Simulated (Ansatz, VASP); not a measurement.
## PF2: VASP beside Ansatz

```
P F
1.0
     5.11041    0.00000    0.00000
     0.00000    5.11041    0.00000
     0.00000    0.00000    6.52899
P F
2 4
Cartesian
  0.0000 0.0000 1.6322
  0.0000 0.0000 4.8967
  1.1836 0.0000 0.0000
  3.9268 0.0000 0.0000
  0.0000 1.1836 3.2645
  0.0000 3.9268 3.2645
```

Alike in both runs: functional PBE; dispersion D3(BJ); k mesh 4 × 4 × 4; occupations gaussian, width 0.1 eV; no spin polarisation.

Ansatz relaxed the structure, and its values are those at the end. VASP's run is a single point on that final structure, the one shown.

```csv
,VASP,Ansatz
version,VASP 6.6.1,Ansatz 0.2.0
potentials or method,"VASP PAW PBE potentials, release 64 (P, F), cutoff 520 eV","scalar-relativistic, plane waves, PAW"
valence electrons in the cell,38,38
```

VASP gave:

* gap on the k mesh at the Fermi level (eV): none
* pressure (GPa): 0.0
* rms of the force components (eV/Å): 0.006

Question: What did Ansatz give for the same quantities?

Answer: gap on the k mesh at the Fermi level (eV): none; pressure (GPa): 0.1; rms of the force components (eV/Å): 0.002.

A gap of «none» marks a metal or a gap that the smearing closes.
